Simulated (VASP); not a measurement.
# V (Im-3m) in VASP: notebook

The runs below take V through relaxation of cell and atoms, with PBEsol.

All numbers are computed with VASP 6.6.1; they aren't measurements. Logs are shortened: lines on timing, memory, paths and dates and some standing lists are left out, and cuts for length are marked.

### 1 The cell of the first run

The structure is cubic, space group Im-3m (No. 229). Conventional cell: a = 3.029 Å, b = 3.029 Å, c = 3.029 Å, α = 90.00°, β = 90.00°, γ = 90.00°. V (site symmetry m-3m) has 14 V at 2.62 to 3.03 Å within 3.5 Å.

### 2 Relaxation of cell and atoms, PBEsol, collinear spin, ferromagnetic start, target pressure 20 GPa, at which the enthalpy is minimised

The input, INCAR:

```
SYSTEM = V
ALGO = Normal
EDIFF = 1E-6
EDIFFG = -0.02
ENCUT = 600
GGA = PS
IBRION = 2
ISIF = 3
ISMEAR = -1
ISPIN = 2
LASPH = .TRUE.
LCHARG = .FALSE.
LMAXMIX = 4
LORBIT = 11
LREAL = .FALSE.
LWAVE = .FALSE.
MAGMOM = 2
NELM = 150
NSW = 80
PREC = Accurate
PSTRESS = 200.0
SIGMA = 0.05
```

The input, KPOINTS:

```
k-points
0
G
  12 12 12
  0 0 0
```

The input, POSCAR:

```
V
1.0
   -1.5143500000      1.5143500000      1.5143500000
    1.5143500000     -1.5143500000      1.5143500000
    1.5143500000      1.5143500000     -1.5143500000
V
1
Direct
    0.0000000000      0.0000000000      0.0000000000
```

Potentials or basis: VASP PAW PBE potentials, release 64 (V_sv).

On the command line:

```bash
$ cat potpaw_PBE.64/V_sv/POTCAR > POTCAR
$ mpirun -np 1 vasp_std > vasp.out
```

OUTCAR:

```text
SYSTEM = V
   EDIFF = 1E-6
   EDIFFG = -0.02
   ENCUT = 600
   GGA = PS
   IBRION = 2
   ISIF = 3
   ISMEAR = -1
   ISPIN = 2
   LASPH = .TRUE.
   LORBIT = 11
   LREAL = .FALSE.
   NELM = 150
   NSW = 80
   PREC = Accurate
   PSTRESS = 200.0

 ion  position               nearest neighbor table
   1  0.000  0.000  0.000-

  LATTYP: Found a body centered cubic cell.
 ALAT       =     3.0287000000

  Lattice vectors:

 A1 = (  -1.5143500000,   1.5143500000,   1.5143500000)
 A2 = (   1.5143500000,  -1.5143500000,   1.5143500000)
 A3 = (   1.5143500000,   1.5143500000,  -1.5143500000)

Analysis of symmetry for initial positions (statically):
=====================================================================
 Subroutine PRICEL returns:
 Original cell was already a primitive cell.

 Routine SETGRP: Setting up the symmetry group for a
 body centered cubic supercell.

 Subroutine GETGRP returns: Found 48 space group operations
 (whereof 48 operations were pure point group operations)
 out of a pool of 48 trial point group operations.

The static configuration has the point symmetry O_h .

Analysis of symmetry for dynamics (positions and initial velocities):
=====================================================================
 Subroutine PRICEL returns:
 Original cell was already a primitive cell.

 Routine SETGRP: Setting up the symmetry group for a
 body centered cubic supercell.

 Subroutine GETGRP returns: Found 48 space group operations
 (whereof 48 operations were pure point group operations)
 out of a pool of 48 trial point group operations.

The dynamic configuration has the point symmetry O_h .

Analysis of structural, dynamic, and magnetic symmetry:
=====================================================================
 Subroutine PRICEL returns:
 Original cell was already a primitive cell.

 Routine SETGRP: Setting up the symmetry group for a
 body centered cubic supercell.

 Subroutine GETGRP returns: Found 48 space group operations
 (whereof 48 operations were pure point group operations)
 out of a pool of 48 trial point group operations.

The overall configuration has the point symmetry O_h .

 Subroutine INISYM returns: Found 48 space group operations
 (whereof 48 operations are pure point group operations),
 and found     1 'primitive' translations

----------------------------------------------------------------------------------------

                                     Primitive cell

  volume of cell :      13.8912

  direct lattice vectors                    reciprocal lattice vectors
    -1.514350000  1.514350000  1.514350000     0.000000000  0.330174662  0.330174662
     1.514350000 -1.514350000  1.514350000     0.330174662  0.000000000  0.330174662
     1.514350000  1.514350000 -1.514350000     0.330174662  0.330174662  0.000000000

  length of vectors
     2.622931140  2.622931140  2.622931140     0.466937486  0.466937486  0.466937486

  position of ions in fractional coordinates (direct lattice)
     0.000000000  0.000000000  0.000000000

  ion indices of the primitive-cell ions
   primitive index   ion index
                 1           1

----------------------------------------------------------------------------------------

 KPOINTS: k-points

Automatic generation of k-mesh.
 Grid dimensions read from file:
 generate k-points for:   12   12   12

 Generating k-lattice:

  Cartesian coordinates                     Fractional coordinates (reciprocal lattice)
     0.000000000  0.027514555  0.027514555     0.083333333  0.000000000  0.000000000
     0.027514555  0.000000000  0.027514555     0.000000000  0.083333333  0.000000000
     0.027514555  0.027514555  0.000000000     0.000000000  0.000000000  0.083333333

  Length of vectors
     0.038911457  0.038911457  0.038911457

  Shift w.r.t. Gamma in fractional coordinates (k-lattice)
     0.000000000  0.000000000  0.000000000

 Subroutine IBZKPT returns following result:
 ===========================================

 Found     72 irreducible k-points:

 Following reciprocal coordinates:
            Coordinates               Weight
  0.000000  0.000000  0.000000      1.000000
  0.083333  0.000000  0.000000     12.000000
  0.166667  0.000000  0.000000     12.000000
  0.250000  0.000000  0.000000     12.000000
  0.333333  0.000000  0.000000     12.000000
  0.416667  0.000000  0.000000     12.000000
[... 16 lines left out ...]
  0.333333  0.083333  0.083333     24.000000
  0.416667  0.083333  0.083333     12.000000
 [... further k-points ...]
   k-points           NKPTS =     72   k-points in BZ     NKDIM =     72   number of bands    NBANDS=     11
   number of dos      NEDOS =    301   number of ions     NIONS =      1
   total plane-waves  NPLWV =  13824
   dimension x,y,z NGX =    24 NGY =   24 NGZ =   24
   dimension x,y,z NGXF=    48 NGYF=   48 NGZF=   48
   ions per type =               1
   NGX,Y,Z   is equivalent  to a cutoff of  15.21, 15.21, 15.21 a.u.
   NGXF,Y,Z  is equivalent  to a cutoff of  30.42, 30.42, 30.42 a.u.
 SYSTEM =  V
   PREC   = accura    normal or accurate (medium, high low for compatibility)
   ISTART =      0    job   : 0-new  1-cont  2-samecut
   ICHARG =      2    charge: 1-file 2-atom 10-const
   ISPIN  =      2    spin polarized calculation?
   LNONCOLLINEAR =      F non collinear calculations
   LSORBIT =      F    spin-orbit coupling
   LASPH  =      T    aspherical Exc in radial PAW
   ENCUT  =  600.0 eV  44.10 Ry    6.64 a.u.   5.24  5.24  5.24*2*pi/ulx,y,z
   NELM   =    150;   NELMIN=  2; NELMDL= -5     # of ELM steps
   EDIFF  = 0.1E-05   stopping-criterion for ELM
   LREAL  =      F    real-space projection
   EDIFFG = -.2E-01   stopping-criterion for IOM
   NSW    =     80    number of steps for IOM
   IBRION =      2    ionic relax: 0-MD 1-quasi-New 2-CG
   NFREE  =      1    steps in history (QN), initial steepest desc. (CG)
   ISIF   =      3    stress and relaxation
   ISYM   =      2    0-nonsym 1-usesym 2-fastsym
   POTIM  = 0.5000    time-step for ionic-motion
   TEBEG  =    0.0;   TEEND  =   0.0 temperature during run
   PSTRESS=  200.0 pullay stress
   NELECT =      13.0000    total number of electrons
   NUPDOWN=      -1.0000    fix difference up-down
   EMIN   =  10.00;   EMAX   =-10.00  energy-range for DOS
   EFERMI =   0.00;   METHOD = LEGACY
   ISMEAR =    -1;   SIGMA  =   0.05  broadening in eV -4-tet -1-fermi 0-gaus
   EFERMI_NEDOS =   21; number of points for ismear=-14 and -15
   IALGO  =     38    algorithm
   IMIX   =      4    mixing-type and parameters
     AMIX     =   0.40;   BMIX     =  1.00
     AMIX_MAG =   1.60;   BMIX_MAG =  1.00
  volume/ion in A,a.u.               =      13.89        93.74
  Fermi-wavevector in a.u.,A,eV,Ry     =   1.601313  3.026044 34.888125  2.564205
  Thomas-Fermi vector in A             =   2.698311
   LORBIT       =     11    0 simple, 1 ext, 2 COOP (PROOUT), +10 PAW based schemes
   GGA     = PS    functional components
   LHFCALC =     F    Hartree Fock is set to
   AEXX    =    0.0000 exact exchange contribution
   IVDW    =     0    specifies the selected vdW correction
   LEPSILON=     F    determine dielectric tensor
   LRPA    =     F    only Hartree local field effects (RPA)
 conjugate gradient relaxation of ions
 spin polarized calculation
  energy-cutoff  :      600.00
  volume of cell :       13.89
 maximum number of plane-waves:       476
 NGX is ok and might be reduce to    24
   NGX = 11   NGY = 11   NGZ = 11

--------------------------------------- Ionic step        1  -------------------------------------------

 number of electron      13.0000003 magnetization       0.0001369

 Free energy of the ion-electron system (eV)
  ---------------------------------------------------
  ext. energy  EPLUGINS =         0.00000000
  ---------------------------------------------------
  free energy    TOTEN  =        -9.60047671 eV

  energy without entropy =       -9.58252826  energy(sigma->0) =       -9.59150249

 E-fermi :   9.1778     XC(G=0): -12.8890

 val. band max:        9.1690370959   @ k =   0.2500   0.0000   0.0000
 cond. band min:       9.1801388659   @ k =  -0.4167   0.5000   0.1667
 fundamental gap:      0.0111017700
 Fermi energy:         9.1778341267

 spin component 1

 k-point     1 :       0.0000    0.0000    0.0000
  band No.  band energies     occupation
      1     -54.3254      1.00000
      2     -27.7746      1.00000
      3     -27.7746      1.00000
      4     -27.7746      1.00000
      5       2.6557      1.00000
      6       9.5920      0.00025
      7       9.5920      0.00025
      8       9.5920      0.00025
      9      11.5191      0.00000
     10      11.5191      0.00000
     11      29.4309      0.00000

 k-point     2 :       0.0833    0.0000    0.0000
  band No.  band energies     occupation
      1     -54.3136      1.00000
      2     -27.8322      1.00000
      3     -27.7923      1.00000
      4     -27.7749      1.00000
      5       2.9275      1.00000
      6       9.4790      0.00242
      7       9.5646      0.00044
      8       9.7838      0.00001
      9      11.3957      0.00000
     10      11.5269      0.00000
     11      28.9015      0.00000
[... 793 lines left out ...]
  FREE ENERGIE OF THE ION-ELECTRON SYSTEM (eV)
  ---------------------------------------------------
  free  energy   TOTEN  =        -9.5782208853 eV

  energy  without entropy=       -9.5642343325  energy(sigma->0) =       -9.57122761

  enthalpy is  TOTEN    =        -8.0947531381 eV   P V=        1.4834677472

--------------------------------------- Ionic step        5  -------------------------------------------

 number of electron      12.9999999 magnetization       0.0000003

 number of electron      12.9999999 magnetization      -0.0000005

 Free energy of the ion-electron system (eV)
  ---------------------------------------------------
  ext. energy  EPLUGINS =         0.00000000
  ---------------------------------------------------
  free energy    TOTEN  =        -9.57356782 eV

  energy without entropy =       -9.55978720  energy(sigma->0) =       -9.56667751

 E-fermi :  11.2638     XC(G=0): -13.7767

 val. band max:       11.2349095572   @ k =  -0.3333   0.3333   0.1667
 cond. band min:      11.2691649868   @ k =  -0.4167   0.5000   0.0833
 fundamental gap:      0.0342554296
 Fermi energy:        11.2638022538

 spin component 1

 k-point     1 :       0.0000    0.0000    0.0000
  band No.  band energies     occupation
      1     -52.0757      1.00000
      2     -25.2179      1.00000
      3     -25.2179      1.00000
      4     -25.2179      1.00000
      5       4.4166      1.00000
      6      11.6922      0.00019
      7      11.6922      0.00019
      8      11.6922      0.00019
      9      14.0479      0.00000
     10      14.0479      0.00000
     11      32.7369      0.00000

 k-point     2 :       0.0833    0.0000    0.0000
  band No.  band energies     occupation
      1     -52.0539      1.00000
      2     -25.3139      1.00000
      3     -25.2463      1.00000
      4     -25.2188      1.00000
      5       4.7318      1.00000
      6      11.5482      0.00337
      7      11.6567      0.00039
      8      11.9307      0.00000
      9      13.8849      0.00000
     10      14.0572      0.00000
     11      32.4077      0.00000
[... 670 lines left out ...]
 POSITION                                       TOTAL-FORCE (eV/Angst)
 -----------------------------------------------------------------------------------
      0.00000      0.00000      0.00000        -0.000000      0.000000     -0.000000
 -----------------------------------------------------------------------------------
    total drift:                                0.000000      0.000000      0.000000

  FREE ENERGIE OF THE ION-ELECTRON SYSTEM (eV)
  ---------------------------------------------------
  free  energy   TOTEN  =        -9.5735678173 eV

  energy  without entropy=       -9.5597871958  energy(sigma->0) =       -9.56667751

  enthalpy is  TOTEN    =        -8.0948480394 eV   P V=        1.4787197778

 reached required accuracy - stopping structural energy minimisation

 total charge

# of ion       s       p       d       tot
------------------------------------------
    1        2.384   6.260   3.271  11.915

 magnetization (x)

# of ion       s       p       d       tot
------------------------------------------
    1       -0.000  -0.000   0.000   0.000
```

Run time: 2.1 min. Hardware: 1 thread of Intel Xeon 8259CL, shared host; peak memory 0.18 GiB.

Results:

```
Free energy                                            : -9.5736 eV
Relaxed volume                                         : 11.85 Å³/atom
Relaxed cell                                           : a = 2.487 Å, b = 2.487 Å, c = 2.487 Å, α = 109.47°, β = 109.47°, γ = 109.47°
Space group after relaxing (to 0.05 Å)                 : Im-3m (No. 229)
Energy change on relaxing (the enthalpy is what falls) : +26.9 meV/atom
Ionic steps                                            : 5
Pressure after relaxing                                : 20.0 GPa
Net moment                                             : 0.00 μB per cell
Valence electrons inside the program's atomic spheres  : V 11.91
```

Step by step:
| step | energy change (eV) | largest force (eV/Å) | pressure (GPa) | volume (Å³) |
| --- | --- | --- | --- | --- |
| 1 | 0.0000 | 0.0000 | -11.93 | 13.89 |
| 2 | 1.2298 | 0.0000 | 139.03 | 9.04 |
| 3 | 0.0069 | 0.0000 | 16.02 | 12.02 |
| 4 | 0.0223 | 0.0000 | 19.22 | 11.88 |
| 5 | 0.0269 | 0.0000 | 20.05 | 11.85 |

Final structure:
```
V
1.0
    -1.43605    1.43605    1.43605
     1.43605   -1.43605    1.43605
     1.43605    1.43605   -1.43605
V
1
Direct
  0.00000 0.00000 0.00000
```

Caveat: the cell is relaxed towards a set pressure, so the enthalpy falls and the energy may rise; the PAW data sets were made with another functional, which shifts forces and pressure a little.

### 3 Relaxation of cell and atoms, PBEsol, collinear spin, ferromagnetic start, target pressure 30 GPa, at which the enthalpy is minimised

The input, INCAR:

```
PREC = Accurate
ENCUT = 600
EDIFF = 1E-6
ISMEAR = -1
SIGMA = 0.05
LREAL = False
LASPH = True
NELM = 150
ALGO = Normal
ISIF = 3
LWAVE = False
LCHARG = False
ISPIN = 2
MAGMOM = 2
LORBIT = 11
LMAXMIX = 4
GGA = PS
IBRION = 2
NSW = 80
EDIFFG = -0.02
PSTRESS = 300.0
```

The input, KPOINTS:

```
Automatic mesh
0
Gamma
  12 12 12
```

POSCAR is that of step 2.

Potentials or basis: VASP PAW PBE potentials, release 64 (V_sv).

On the command line:

```bash
$ cat potpaw_PBE.64/V_sv/POTCAR > POTCAR
$ mpirun -np 1 vasp_std > vasp.out
```

Wall time 1.9 min (1 thread of Intel Xeon 8259CL, shared host); peak memory 0.18 GiB.

It converged, with:

| Item | Value |
| --- | --- |
| Free energy | -9.5099 eV |
| Relaxed volume | 11.44 Å³/atom |
| Relaxed cell | a = 2.458 Å, b = 2.458 Å, c = 2.458 Å, α = 109.47°, β = 109.47°, γ = 109.47° |
| Space group after relaxing (to 0.05 Å) | Im-3m (No. 229) |
| Energy change on relaxing (the enthalpy is what falls) | +90.5 meV/atom |
| Ionic steps | 5 |
| Pressure after relaxing | 30.1 GPa |
| Net moment | 0.00 μB per cell |
| Valence electrons inside the program's atomic spheres | V 11.99 |

The path:
| step | energy change (eV) | largest force (eV/Å) | pressure (GPa) | volume (Å³) |
| --- | --- | --- | --- | --- |
| 1 | 0.0000 | 0.0000 | -11.93 | 13.89 |
| 2 | 2.6941 | 0.0000 | 247.22 | 7.79 |
| 3 | 0.0328 | 0.0000 | 21.06 | 11.80 |
| 4 | 0.0731 | 0.0000 | 27.51 | 11.53 |
| 5 | 0.0905 | 0.0000 | 30.09 | 11.44 |

Final structure:
```
V
1.0
    -1.41929    1.41929    1.41929
     1.41929   -1.41929    1.41929
     1.41929    1.41929   -1.41929
V
1
Cartesian
  0.0000 0.0000 0.0000
```

Levels at points of the mesh, in eV from the Fermi level:
Spin up:
```tsv
k point	band 4	band 5	band 6	band 7	band 8	band 9
(0.00, 0.00, 0.00)	-36.37	-6.90	0.42	0.42	0.42	2.88
(0.50, 0.00, 0.00)	-36.39	-3.81	-1.51	2.35	2.94	3.38
(0.50, 0.50, 0.50)	-37.38	-3.87	-3.87	4.60	4.60	4.60
```
Spin down:
```
           k point  band 2  band 3  band 4  band 5  band 6  band 7  band 8  band 9  band 10  band 11
(0.00, 0.00, 0.00)  -36.37  -36.37  -36.37   -6.90    0.42    0.42    0.42    2.88     2.88    21.74
(0.50, 0.00, 0.00)  -37.88  -36.83  -36.39   -3.81   -1.51    2.35    2.94    3.38     5.11    12.41
(0.50, 0.50, 0.50)  -37.38  -37.38  -37.38   -3.87   -3.87    4.60    4.60    4.60    11.85    11.85
```

Caveat: the cell is relaxed towards a set pressure, so the enthalpy falls and the energy may rise; the volume moved by over 15 % at a fixed basis, so the end points are rough; the PAW data sets were made with another functional, which shifts forces and pressure a little.
